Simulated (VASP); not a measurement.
A run of VASP 6.6.1:

The input POSCAR:

```
Nb
1.0
   -1.6511317439      1.6511317439      1.6511317439
    1.6511317439     -1.6511317439      1.6511317439
    1.6511317439      1.6511317439     -1.6511317439
Nb
1
Direct
    0.0000000000      0.0000000000      0.0000000000
```

File INCAR.step1:

```
PREC = Accurate ; ENCUT = 520
ISMEAR = 1 ; SIGMA = 0.01
LREAL = F ; LASPH = T
NELM = 100 ; NBANDS = 12
GGA = PE ; ALGO = Normal
EDIFF = 1E-4 ; LWAVE = T
LCHARG = F
```

Contents of INCAR.step2:

```
PREC = Accurate ; ENCUT = 520
EDIFF = 1E-6 ; ISMEAR = 1
SIGMA = 0.01 ; LREAL = F
LASPH = T ; NELM = 100
ALGO = Normal ; ISIF = 2
LWAVE = F ; LCHARG = F
METAGGA = R2SCAN ; LMIXTAU = T
NBANDS = 12 ; ISTART = 1
```

Contents of KPOINTS:

```
Automatic mesh
0
Gamma
  13 13 13
```

Potentials or basis: VASP PAW PBE potentials, release 64 (Nb_sv).

The run is started by

```console
$ cat potpaw_PBE.64/Nb_sv/POTCAR > POTCAR
$ cp INCAR.step1 INCAR
$ mpirun -np 1 vasp_std > vasp.out
$ cp INCAR.step2 INCAR
$ mpirun -np 1 vasp_std > vasp.out
```

Hardware: 1 thread of Intel(R) Xeon(R) 6975P-C (Granite Rapids) (shared host).

Task: Estimate the wall time of this run.

Result: Wall time 24 s on 1 thread of Intel(R) Xeon(R) 6975P-C (Granite Rapids) (shared host), peak memory 0.15 GiB. Counts: k points 84.
